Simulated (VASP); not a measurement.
# Pt (Pm-3m) in VASP: single point with LDA

Aim: the single point of Pt with LDA.

Program: VASP 6.6.1. These are calculated values, not measurements. Logs are shortened: lines on timing, memory, paths and dates and some standing lists are left out, and cuts for length are marked.

## 1. The cell of the first run

Symmetry: Pm-3m, No. 221, cubic system. The conventional cell has a = 4.138 Å, b = 4.138 Å, c = 4.138 Å, α = 90.00°, β = 90.00°, γ = 90.00°. Pt (site symmetry m-3m) has 6 Pt at 4.14 Å within 5.4 Å.

## 2. Single point, LDA

File INCAR:

```
SYSTEM = Pt
PREC = Accurate
ENCUT = 520
EDIFF = 1E-7
ISMEAR = 1
SIGMA = 0.05
LREAL = .FALSE.
LASPH = .TRUE.
NELM = 60
ALGO = Normal
ISIF = 2
LWAVE = .FALSE.
LCHARG = .FALSE.
GGA = CA
NBANDS = 11
```

File KPOINTS:

```
Automatic mesh
0
G
  6 6 6
  0 0 0
```

File POSCAR:

```
Pt
1.0
    4.1381810000      0.0000000000      0.0000000000
    0.0000000000      4.1381810000      0.0000000000
    0.0000000000      0.0000000000      4.1381810000
Pt
1
Direct
    0.5000000000      0.5000000000      0.5000000000
```

Potentials or basis: VASP PAW LDA potentials, release 64 (Pt).

On the command line:

```console
cat potpaw_LDA.64/Pt/POTCAR > POTCAR
mpirun -np 1 vasp_std > vasp.out
```

OUTCAR:

```text
SYSTEM = Pt
   PREC = Accurate
   ENCUT = 520
   EDIFF = 1E-7
   ISMEAR = 1
   LREAL = .FALSE.
   LASPH = .TRUE.
   NELM = 60
   ISIF = 2
   GGA = CA

 ion  position               nearest neighbor table
   1  0.500  0.500  0.500-

  LATTYP: Found a simple cubic cell.
 ALAT       =     4.1381810000

  Lattice vectors:

 A1 = (   4.1381810000,   0.0000000000,   0.0000000000)
 A2 = (   0.0000000000,   4.1381810000,   0.0000000000)
 A3 = (   0.0000000000,   0.0000000000,   4.1381810000)

Analysis of symmetry for initial positions (statically):
=====================================================================
 Subroutine PRICEL returns:
 Original cell was already a primitive cell.

 Routine SETGRP: Setting up the symmetry group for a
 simple cubic supercell.

 Subroutine GETGRP returns: Found 48 space group operations
 (whereof 48 operations were pure point group operations)
 out of a pool of 48 trial point group operations.

The static configuration has the point symmetry O_h .

Analysis of symmetry for dynamics (positions and initial velocities):
=====================================================================
 Subroutine PRICEL returns:
 Original cell was already a primitive cell.

 Routine SETGRP: Setting up the symmetry group for a
 simple cubic supercell.

 Subroutine GETGRP returns: Found 48 space group operations
 (whereof 48 operations were pure point group operations)
 out of a pool of 48 trial point group operations.

The dynamic configuration has the point symmetry O_h .

 Subroutine INISYM returns: Found 48 space group operations
 (whereof 48 operations are pure point group operations),
 and found     1 'primitive' translations

----------------------------------------------------------------------------------------

                                     Primitive cell

  volume of cell :      70.8645

  direct lattice vectors                    reciprocal lattice vectors
     4.138181000  0.000000000  0.000000000     0.241652069  0.000000000  0.000000000
     0.000000000  4.138181000  0.000000000     0.000000000  0.241652069  0.000000000
     0.000000000  0.000000000  4.138181000     0.000000000  0.000000000  0.241652069

  length of vectors
     4.138181000  4.138181000  4.138181000     0.241652069  0.241652069  0.241652069

  position of ions in fractional coordinates (direct lattice)
     0.500000000  0.500000000  0.500000000

  ion indices of the primitive-cell ions
[... 75 lines left out ...]
   ISIF   =      2    stress and relaxation
   ISYM   =      2    0-nonsym 1-usesym 2-fastsym
   POTIM  = 0.5000    time-step for ionic-motion
   TEBEG  =    0.0;   TEEND  =   0.0 temperature during run
   PSTRESS=    0.0 pullay stress
   NELECT =      10.0000    total number of electrons
   NUPDOWN=      -1.0000    fix difference up-down
   EMIN   =  10.00;   EMAX   =-10.00  energy-range for DOS
   EFERMI =   0.00;   METHOD = LEGACY
   ISMEAR =     1;   SIGMA  =   0.05  broadening in eV -4-tet -1-fermi 0-gaus
   EFERMI_NEDOS =   21; number of points for ismear=-14 and -15
   IALGO  =     38    algorithm
   IMIX   =      4    mixing-type and parameters
     AMIX     =   0.40;   BMIX     =  1.00
     AMIX_MAG =   1.60;   BMIX_MAG =  1.00
  volume/ion in A,a.u.               =      70.86       478.22
  Fermi-wavevector in a.u.,A,eV,Ry     =   0.852312  1.610636  9.883762  0.726436
  Thomas-Fermi vector in A             =   1.968581
   LORBIT       =      0    0 simple, 1 ext, 2 COOP (PROOUT), +10 PAW based schemes
   GGA     = CA    functional components
   LHFCALC =     F    Hartree Fock is set to
   AEXX    =    0.0000 exact exchange contribution
   IVDW    =     0    specifies the selected vdW correction
   LEPSILON=     F    determine dielectric tensor
   LRPA    =     F    only Hartree local field effects (RPA)
 non-spin polarized calculation
 Methfessel and Paxton  Order N= 1 SIGMA  =   0.05
  energy-cutoff  :      520.00
  volume of cell :       70.86
 maximum number of plane-waves:      1935
 NGX is ok and might be reduce to    32
   NGX = 15   NGY = 15   NGZ = 15

 number of electron      10.0000000 magnetization

 number of electron       9.9999999 magnetization

 Free energy of the ion-electron system (eV)
  ---------------------------------------------------
  ext. energy  EPLUGINS =         0.00000000
  ---------------------------------------------------
  free energy    TOTEN  =        -1.41552976 eV

  energy without entropy =       -1.41578692  energy(sigma->0) =       -1.41561548

 E-fermi :  -2.8213     XC(G=0):  -6.2635

 val. band max:       -2.8254744602   @ k =   0.5000   0.3333   0.3333
 cond. band min:      -2.8169016120   @ k =   0.0000   0.0000   0.0000
 fundamental gap:      0.0085728482
 Fermi energy:        -2.8212707940

 k-point     1 :       0.0000    0.0000    0.0000
  band No.  band energies     occupation
      1      -4.3210      2.00000
      2      -3.4328      2.00000
      3      -3.4328      2.00000
      4      -2.8169      0.85272
      5      -2.8169      0.85272
      6      -2.8169      0.85269
      7       5.4279      0.00000
      8       5.4279      0.00000
      9       5.4279      0.00000
     10       6.5285      0.00000
     11       8.6606      0.00000
[... 253 lines left out ...]
 k-point    20 :       0.5000    0.5000    0.5000
  band No.  band energies     occupation
      1      -3.2073      2.00000
      2      -3.2073      2.00000
      3      -3.2073      2.00000
      4      -2.7225     -0.01732
      5      -2.7225     -0.01731
      6      -0.4976      0.00000
      7       2.7255      0.00000
      8       2.7255      0.00000
      9       2.7255      0.00000
     10       6.4516      0.00000
     11       6.7041      0.00000

------------------------ aborting loop because EDIFF is reached ----------------------------------------

  FORCE on cell =-STRESS in cart. coord.  units (eV):
  Direction    XX          YY          ZZ          XY          YZ          ZX
  --------------------------------------------------------------------------------------
  -------------------------------------------------------------------------------------
  Total       -2.3419917     -2.3419917     -2.3419917      0.0000000      0.0000000     -0.0000000
  in kB      -52.9501845    -52.9501845    -52.9501845      0.0000000      0.0000000     -0.0000000
  external PRESSURE =     -52.9501845 kB  Pullay stress =       0.0000000 kB

 VOLUME and BASIS-vectors are now :
 -----------------------------------------------------------------------------
  energy-cutoff  :      520.00
  volume of cell :       70.86
      direct lattice vectors                 reciprocal lattice vectors
     4.138181000  0.000000000  0.000000000     0.241652069  0.000000000  0.000000000
     0.000000000  4.138181000  0.000000000     0.000000000  0.241652069  0.000000000
     0.000000000  0.000000000  4.138181000     0.000000000  0.000000000  0.241652069

 POSITION                                       TOTAL-FORCE (eV/Angst)
 -----------------------------------------------------------------------------------
      2.06909      2.06909      2.06909         0.000000      0.000000      0.000000
 -----------------------------------------------------------------------------------
    total drift:                                0.000000     -0.000000     -0.000000

  FREE ENERGIE OF THE ION-ELECTRON SYSTEM (eV)
  ---------------------------------------------------
  free  energy   TOTEN  =        -1.4155297577 eV

  energy  without entropy=       -1.4157869172  energy(sigma->0) =       -1.41561548
```

OSZICAR:

```text
N       E                     dE             d eps       ncg     rms          rms(c)
DAV:   1     0.400775890265E+02    0.40078E+02   -0.39433E+03   440   0.715E+02
DAV:   2     0.364077598571E+00   -0.39714E+02   -0.37376E+02   545   0.113E+02
DAV:   3    -0.142670726716E+01   -0.17908E+01   -0.17061E+01   503   0.232E+01
DAV:   4    -0.143633232605E+01   -0.96251E-02   -0.96246E-02   476   0.215E+00
DAV:   5    -0.143647359250E+01   -0.14127E-03   -0.14127E-03   491   0.287E-01    0.156E+00
DAV:   6    -0.141977764635E+01    0.16696E-01   -0.91871E-02   485   0.966E-01    0.478E-01
DAV:   7    -0.141610718111E+01    0.36705E-02   -0.17306E-02   467   0.588E-01    0.421E-01
DAV:   8    -0.141569379460E+01    0.41339E-03   -0.28171E-03   455   0.215E-01    0.115E-01
DAV:   9    -0.141552134047E+01    0.17245E-03   -0.27783E-04   494   0.687E-02    0.430E-02
DAV:  10    -0.141553369282E+01   -0.12352E-04   -0.11307E-04   446   0.489E-02    0.421E-02
DAV:  11    -0.141553318428E+01    0.50854E-06   -0.34592E-05   449   0.204E-02    0.124E-02
DAV:  12    -0.141553067916E+01    0.25051E-05   -0.69236E-06   476   0.797E-03    0.572E-03
DAV:  13    -0.141552995714E+01    0.72202E-06   -0.10754E-06   418   0.387E-03    0.270E-04
DAV:  14    -0.141552979601E+01    0.16113E-06   -0.25341E-07   232   0.180E-03    0.249E-03
DAV:  15    -0.141552975770E+01    0.38308E-07   -0.61586E-08   229   0.847E-04
   1 F= -.14155298E+01 E0= -.14156155E+01  d E =0.257160E-03
```

stdout:

```text
POSCAR found type information on POSCAR Pt
 POSCAR found :  1 types and       1 ions
 scaLAPACK will be used
 LDA part: xc-table for (Slater(with rela. corr.)+CA(PZ))
 , standard interpolation
 POSCAR, INCAR and KPOINTS ok, starting setup
 FFT: planning ... GRIDC
 FFT: planning ... GRID_SOFT
 FFT: planning ... GRID
 WAVECAR not read
 entering main loop
```

Run time: 13 s. Hardware: 1 thread of Intel Xeon 8259CL, shared host; peak memory 0.16 GiB.

Results:

* Free energy: -1.4155 eV
* Pressure: -5.3 GPa
* Band gap on the k mesh: zero (band 5 reaches -2.72 eV, above the bottom of band 6 at -2.90 eV)

Levels at points of the mesh, in eV from the Fermi level:
```csv
k point,band 2,band 3,band 4,band 5,band 6,band 7,band 8,band 9
"(0.00, 0.00, 0.00)",-0.61,-0.61,0.00,0.00,0.00,8.25,8.25,8.25
"(0.50, 0.00, 0.00)",-0.57,-0.16,-0.16,0.02,0.52,2.92,9.57,9.57
"(0.50, 0.50, 0.00)",-0.45,-0.13,-0.13,0.09,1.36,4.27,4.27,7.64
"(0.50, 0.50, 0.50)",-0.39,-0.39,0.10,0.10,2.32,5.55,5.55,5.55
```

Caveat: spin-orbit coupling is left out, which moves the levels of the heavy elements.
